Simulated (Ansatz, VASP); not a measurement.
Si in VASP and in Ansatz

File INCAR:

```
  ALGO = Normal
  EDIFF = 1E-6
  ENCUT = 520
  GGA = PE
  ISIF = 2
  ISMEAR = 0
  LASPH = T
  LCHARG = F
  LREAL = F
  LWAVE = F
  NBANDS = 26
  NELM = 100
  PREC = Accurate
  SIGMA = 0.05
```

File KPOINTS:

```
k-points
0
Gamma
  10 10 4
```

File POSCAR:

```
Si
1.0
    0.0000000000      0.0000000000      3.8608359371
    3.3455832253     -3.3455832253     -1.9304179686
    6.6911664507      6.6911664507      0.0000000000
Si
8
Direct
   -0.0350820095      0.0000000000      0.1786105076
    0.4810004574      0.0000000000      0.6786105076
    0.4810004574      0.0000000000      0.3213894924
   -0.0350820095      0.0000000000      0.8213894924
    0.7601592293      0.6427789847      0.0000000000
    0.4367013075      0.6427789847      0.5000000000
    0.1173802446      0.3572210153      0.0000000000
    0.7939223228      0.3572210153      0.5000000000
```

Input for Ansatz:

```yaml
crystal:
  lattice:
    - [0.0, 0.0, 3.8608359371]
    - [3.3455832253, -3.3455832253, -1.9304179686]
    - [6.6911664507, 6.6911664507, 0.0]
  atoms:
    - { symbol: Si, position: [-0.0350820095, 0.0, 0.1786105076] }
    - { symbol: Si, position: [0.4810004574, 0.0, 0.6786105076] }
    - { symbol: Si, position: [0.4810004574, 0.0, 0.3213894924] }
    - { symbol: Si, position: [-0.0350820095, 0.0, 0.8213894924] }
    - { symbol: Si, position: [0.7601592293, 0.6427789847, 0.0] }
    - { symbol: Si, position: [0.4367013075, 0.6427789847, 0.5] }
    - { symbol: Si, position: [0.1173802446, 0.3572210153, 0.0] }
    - { symbol: Si, position: [0.7939223228, 0.3572210153, 0.5] }
basis:
  ecutwfc: 420
kpoints:
  mp_grid: { grid: [10, 10, 4] }
hamiltonian:
  xc: pbe
  pseudopotentials: { kind: paw, azcp: { folder: soft_1 } }
scf:
  occupations: { method: gaussian, width: 0.05 }
output:
  forces: true
  stress: true
  eigenvalues: true
```

Change from the starting cell: mode 4 frozen in at -0.341 Å and mode 7 at -0.104 Å (largest displacements).

Alike in both runs: task single point; functional PBE; k mesh 10 × 10 × 4; occupations gaussian, width 0.05 eV; no spin polarisation.

|  | VASP | Ansatz |
| --- | --- | --- |
| version | VASP 6.6.1 | Ansatz 0.2.0 |
| potentials or method | VASP PAW PBE potentials, release 64 (Si), cutoff 520 eV | scalar-relativistic, plane waves, PAW |
| valence electrons in the cell | 32 | 32 |

|  | VASP | Ansatz | Ansatz less VASP |
| --- | --- | --- | --- |
| gap on the k mesh at the Fermi level (eV) | none | none | - |
| pressure (GPa) | -0.9 | -0.9 | +0.05 |
| traceless stress, the component that is largest in VASP (GPa) | 0.19 | 0.19 | +0.001 |
| rms of the force components (eV/Å) | 0.348 | 0.347 | -0.0003 |

Atom by atom the forces differ by 0.002 eV/Å (rms over components). A gap of «none» marks a metal or a gap that the smearing closes. With one functional, cell and mesh, what is left measures potentials, basis and numerics.
